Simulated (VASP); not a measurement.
# P (Pm-3m) in VASP: notebook

The runs below take P through single point, with revPBE.

Program: VASP 6.6.1. These are calculated values, not measurements. Logs are shortened: lines on timing, memory, paths and dates and some standing lists are left out, and cuts for length are marked.

## (1) The cell of the first run

It takes space group Pm-3m (No. 221, cubic). The conventional cell has a = 2.420 Å, b = 2.420 Å, c = 2.420 Å, α = 90.00°, β = 90.00°, γ = 90.00°. P (site symmetry m-3m) has 6 P at 2.42 Å within 3.2 Å.

## (2) Single point, revPBE (volume scaled by 0.96)

Contents of INCAR:

```
SYSTEM = P
ALGO = Normal ; EDIFF = 1E-7
ENCUT = 520 ; GGA = RE
ISIF = 2 ; ISMEAR = -1
LASPH = .True. ; LCHARG = .False.
LREAL = .False. ; LWAVE = .False.
NBANDS = 8 ; NELM = 60
PREC = Accurate ; SIGMA = 0.1
```

Contents of KPOINTS:

```
k-points
0
Gamma
  14 14 14
  0 0 0
```

Contents of POSCAR:

```
P
1.0
    2.4196212872      0.0000000000      0.0000000000
    0.0000000000      2.4196212872      0.0000000000
    0.0000000000      0.0000000000      2.4196212872
P
1
Direct
    0.0000000000      0.0000000000      0.0000000000
```

Potentials or basis: VASP PAW PBE potentials, release 64 (P).

Command:

```
$ cat potpaw_PBE.64/P/POTCAR > POTCAR
$ mpirun -np 1 vasp_std > vasp.out
```

OUTCAR:

```text
SYSTEM = P
   EDIFF = 1E-7
   ENCUT = 520
   GGA = RE
   ISIF = 2
   ISMEAR = -1
   LASPH = .True.
   LREAL = .False.
   NELM = 60
   PREC = Accurate

 ion  position               nearest neighbor table
   1  0.000  0.000  0.000-

  LATTYP: Found a simple cubic cell.
 ALAT       =     2.4196212872

  Lattice vectors:

 A1 = (   2.4196212872,   0.0000000000,   0.0000000000)
 A2 = (   0.0000000000,   2.4196212872,   0.0000000000)
 A3 = (   0.0000000000,   0.0000000000,   2.4196212872)

Analysis of symmetry for initial positions (statically):
=====================================================================
 Subroutine PRICEL returns:
 Original cell was already a primitive cell.

 Routine SETGRP: Setting up the symmetry group for a
 simple cubic supercell.

 Subroutine GETGRP returns: Found 48 space group operations
 (whereof 48 operations were pure point group operations)
 out of a pool of 48 trial point group operations.

The static configuration has the point symmetry O_h .

Analysis of symmetry for dynamics (positions and initial velocities):
=====================================================================
 Subroutine PRICEL returns:
 Original cell was already a primitive cell.

 Routine SETGRP: Setting up the symmetry group for a
 simple cubic supercell.

 Subroutine GETGRP returns: Found 48 space group operations
 (whereof 48 operations were pure point group operations)
 out of a pool of 48 trial point group operations.

The dynamic configuration has the point symmetry O_h .

 Subroutine INISYM returns: Found 48 space group operations
 (whereof 48 operations are pure point group operations),
 and found     1 'primitive' translations

----------------------------------------------------------------------------------------

                                     Primitive cell

  volume of cell :      14.1658

  direct lattice vectors                    reciprocal lattice vectors
     2.419621287  0.000000000  0.000000000     0.413287817  0.000000000  0.000000000
     0.000000000  2.419621287  0.000000000     0.000000000  0.413287817  0.000000000
     0.000000000  0.000000000  2.419621287     0.000000000  0.000000000  0.413287817

  length of vectors
     2.419621287  2.419621287  2.419621287     0.413287817  0.413287817  0.413287817

  position of ions in fractional coordinates (direct lattice)
     0.000000000  0.000000000  0.000000000

  ion indices of the primitive-cell ions
   primitive index   ion index
                 1           1

----------------------------------------------------------------------------------------

 KPOINTS: k-points

Automatic generation of k-mesh.
 Grid dimensions read from file:
 generate k-points for:   14   14   14

 Generating k-lattice:

  Cartesian coordinates                     Fractional coordinates (reciprocal lattice)
     0.029520558  0.000000000  0.000000000     0.071428571  0.000000000  0.000000000
     0.000000000  0.029520558  0.000000000     0.000000000  0.071428571  0.000000000
     0.000000000  0.000000000  0.029520558     0.000000000  0.000000000  0.071428571

  Length of vectors
     0.029520558  0.029520558  0.029520558

  Shift w.r.t. Gamma in fractional coordinates (k-lattice)
     0.000000000  0.000000000  0.000000000

 Subroutine IBZKPT returns following result:
 ===========================================

 Found    120 irreducible k-points:

 Following reciprocal coordinates:
            Coordinates               Weight
  0.000000  0.000000  0.000000      1.000000
  0.071429  0.000000  0.000000      6.000000
  0.142857  0.000000  0.000000      6.000000
  0.214286  0.000000  0.000000      6.000000
  0.285714  0.000000  0.000000      6.000000
  0.357143  0.000000  0.000000      6.000000
[... 16 lines left out ...]
  0.285714  0.214286  0.000000     24.000000
  0.357143  0.214286  0.000000     24.000000
 [... further k-points ...]
   k-points           NKPTS =    120   k-points in BZ     NKDIM =    120   number of bands    NBANDS=      8
   number of dos      NEDOS =    301   number of ions     NIONS =      1
   total plane-waves  NPLWV =   5832
   dimension x,y,z NGX =    18 NGY =   18 NGZ =   18
   dimension x,y,z NGXF=    36 NGYF=   36 NGZF=   36
   ions per type =               1
   NGX,Y,Z   is equivalent  to a cutoff of  12.37, 12.37, 12.37 a.u.
   NGXF,Y,Z  is equivalent  to a cutoff of  24.73, 24.73, 24.73 a.u.
 SYSTEM =  P
   PREC   = accura    normal or accurate (medium, high low for compatibility)
   ISTART =      0    job   : 0-new  1-cont  2-samecut
   ICHARG =      2    charge: 1-file 2-atom 10-const
   ISPIN  =      1    spin polarized calculation?
   LNONCOLLINEAR =      F non collinear calculations
   LSORBIT =      F    spin-orbit coupling
   LASPH  =      T    aspherical Exc in radial PAW
   ENCUT  =  520.0 eV  38.22 Ry    6.18 a.u.   4.50  4.50  4.50*2*pi/ulx,y,z
   NELM   =     60;   NELMIN=  2; NELMDL= -5     # of ELM steps
   EDIFF  = 0.1E-06   stopping-criterion for ELM
   LREAL  =      F    real-space projection
   EDIFFG = 0.1E-05   stopping-criterion for IOM
   NSW    =      0    number of steps for IOM
   IBRION =     -1    ionic relax: 0-MD 1-quasi-New 2-CG
   NFREE  =      0    steps in history (QN), initial steepest desc. (CG)
   ISIF   =      2    stress and relaxation
   ISYM   =      2    0-nonsym 1-usesym 2-fastsym
   POTIM  = 0.5000    time-step for ionic-motion
   TEBEG  =    0.0;   TEEND  =   0.0 temperature during run
   PSTRESS=    0.0 pullay stress
   NELECT =       5.0000    total number of electrons
   NUPDOWN=      -1.0000    fix difference up-down
   EMIN   =  10.00;   EMAX   =-10.00  energy-range for DOS
   EFERMI =   0.00;   METHOD = LEGACY
   ISMEAR =    -1;   SIGMA  =   0.10  broadening in eV -4-tet -1-fermi 0-gaus
   EFERMI_NEDOS =   21; number of points for ismear=-14 and -15
   IALGO  =     38    algorithm
   IMIX   =      4    mixing-type and parameters
     AMIX     =   0.40;   BMIX     =  1.00
     AMIX_MAG =   1.60;   BMIX_MAG =  1.00
  volume/ion in A,a.u.               =      14.17        95.60
  Fermi-wavevector in a.u.,A,eV,Ry     =   1.156958  2.186333 18.212090  1.338551
  Thomas-Fermi vector in A             =   2.293573
   LORBIT       =      0    0 simple, 1 ext, 2 COOP (PROOUT), +10 PAW based schemes
   GGA     = RE    functional components
   LHFCALC =     F    Hartree Fock is set to
   AEXX    =    0.0000 exact exchange contribution
   IVDW    =     0    specifies the selected vdW correction
   LEPSILON=     F    determine dielectric tensor
   LRPA    =     F    only Hartree local field effects (RPA)
 non-spin polarized calculation
  energy-cutoff  :      520.00
  volume of cell :       14.17
 maximum number of plane-waves:       396
 NGX is ok and might be reduce to    18
   NGX =  9   NGY =  9   NGZ =  9

 number of electron       4.9999997 magnetization

 Free energy of the ion-electron system (eV)
  ---------------------------------------------------
  ext. energy  EPLUGINS =         0.00000000
  ---------------------------------------------------
  free energy    TOTEN  =        -4.94291146 eV

  energy without entropy =       -4.93116956  energy(sigma->0) =       -4.93704051

 E-fermi :  10.0868     XC(G=0): -11.3761

 val. band max:       10.0752603213   @ k =   0.5000   0.5000   0.4286
 cond. band min:      10.1949000430   @ k =   0.2857   0.2143   0.1429
 fundamental gap:      0.1196397217
 Fermi energy:        10.0867674969

 k-point     1 :       0.0000    0.0000    0.0000
  band No.  band energies     occupation
      1      -6.6901      2.00000
      2      15.2892      0.00000
      3      15.2892      0.00000
      4      15.2892      0.00000
      5      16.8038      0.00000
      6      16.8038      0.00000
      7      24.8055      0.00000
      8      34.8110      0.00000

 k-point     2 :       0.0714    0.0000    0.0000
  band No.  band energies     occupation
      1      -6.5709      2.00000
      2      13.2421      0.00000
      3      15.3836      0.00000
      4      15.3836      0.00000
      5      16.8983      0.00000
      6      18.7056      0.00000
      7      25.2127      0.00000
      8      33.9333      0.00000

 k-point     3 :       0.1429    0.0000    0.0000
  band No.  band energies     occupation
      1      -6.2152      2.00000
      2      10.6331      0.00845
      3      15.6630      0.00000
      4      15.6630      0.00000
      5      17.1754      0.00000
      6      20.7735      0.00000
      7      26.5010      0.00000
      8      32.0383      0.00000

 k-point     4 :       0.2143    0.0000    0.0000
  band No.  band energies     occupation
      1      -5.6289      2.00000
      2       8.1213      2.00000
      3      16.1150      0.00000
      4      16.1150      0.00000
      5      17.6131      0.00000
      6      22.3358      0.00000
      7      28.5089      0.00000
      8      29.9312      0.00000

 k-point     5 :       0.2857    0.0000    0.0000
  band No.  band energies     occupation
      1      -4.8262      2.00000
      2       5.7890      2.00000
      3      16.7099      0.00000
      4      16.7099      0.00000
      5      18.1663      0.00000
      6      23.6286      0.00000
      7      27.9383      0.00000
      8      27.9383      0.00000
[... 177 lines left out ...]
 k-point    22 :       0.2143    0.2143    0.0000
  band No.  band energies     occupation
      1      -4.5702      2.00000
      2       8.3949      2.00000
      3       9.8636      1.80620
      4      16.9296      0.00000
      5      20.6778      0.00000
      6      23.8367      0.00000
      7      27.3940      0.00000
      8      30.5676      0.00000

 k-point    23 :       0.2857    0.2143    0.0000
  band No.  band energies     occupation
      1      -3.7689      2.00000
      2       6.6315      2.00000
      3       9.9907      1.44659
      4      17.5155      0.00000
      5      20.4714      0.00000
      6      22.7207      0.00000
      7      28.6789      0.00000
      8      29.0916      0.00000

 k-point    24 :       0.3571    0.2143    0.0000
  band No.  band energies     occupation
      1      -2.7864      2.00000
      2       4.6276      2.00000
      3      10.6978      0.00443
      4      18.1753      0.00000
      5      19.0983      0.00000
      6      23.0593      0.00000
      7      26.9999      0.00000
      8      29.8254      0.00000

 [... further k-points ...]
[... 5 lines left out ...]
  --------------------------------------------------------------------------------------
  -------------------------------------------------------------------------------------
  Total        0.4314982      0.4314982      0.4314982      0.0000000      0.0000000     -0.0000000
  in kB       48.8030953     48.8030953     48.8030953      0.0000000      0.0000000     -0.0000000
  external PRESSURE =      48.8030953 kB  Pullay stress =       0.0000000 kB

 VOLUME and BASIS-vectors are now :
 -----------------------------------------------------------------------------
  energy-cutoff  :      520.00
  volume of cell :       14.17
      direct lattice vectors                 reciprocal lattice vectors
     2.419621287  0.000000000  0.000000000     0.413287817  0.000000000  0.000000000
     0.000000000  2.419621287  0.000000000     0.000000000  0.413287817  0.000000000
     0.000000000  0.000000000  2.419621287     0.000000000  0.000000000  0.413287817

 POSITION                                       TOTAL-FORCE (eV/Angst)
 -----------------------------------------------------------------------------------
      0.00000      0.00000      0.00000         0.000000      0.000000      0.000000
 -----------------------------------------------------------------------------------
    total drift:                               -0.000000      0.000000      0.000000

  FREE ENERGIE OF THE ION-ELECTRON SYSTEM (eV)
  ---------------------------------------------------
  free  energy   TOTEN  =        -4.9429114559 eV

  energy  without entropy=       -4.9311695639  energy(sigma->0) =       -4.93704051
```

Wall time 12 s (1 thread of Intel Xeon 8259CL, shared host); peak memory 0.12 GiB.

What came out:

* Free energy: -4.9429 eV
* Pressure: 4.9 GPa

Levels at points of the mesh, in eV from the Fermi level:
```tsv
k point	band 1	band 2	band 3	band 4	band 5	band 6	band 7
(0.00, 0.00, 0.00)	-16.78	5.20	5.20	5.20	6.72	6.72	14.72
(0.50, 0.00, 0.00)	-12.31	-8.90	8.15	8.15	9.33	14.44	14.44
(0.50, 0.50, 0.00)	-7.44	-5.40	-5.40	0.83	10.91	17.02	17.02
(0.50, 0.50, 0.50)	-2.21	-2.21	-2.21	-1.27	4.57	4.57	4.57
```

Caveat: the PAW data sets were made with another functional, which shifts forces and pressure a little.

[end of part 1 of 2]
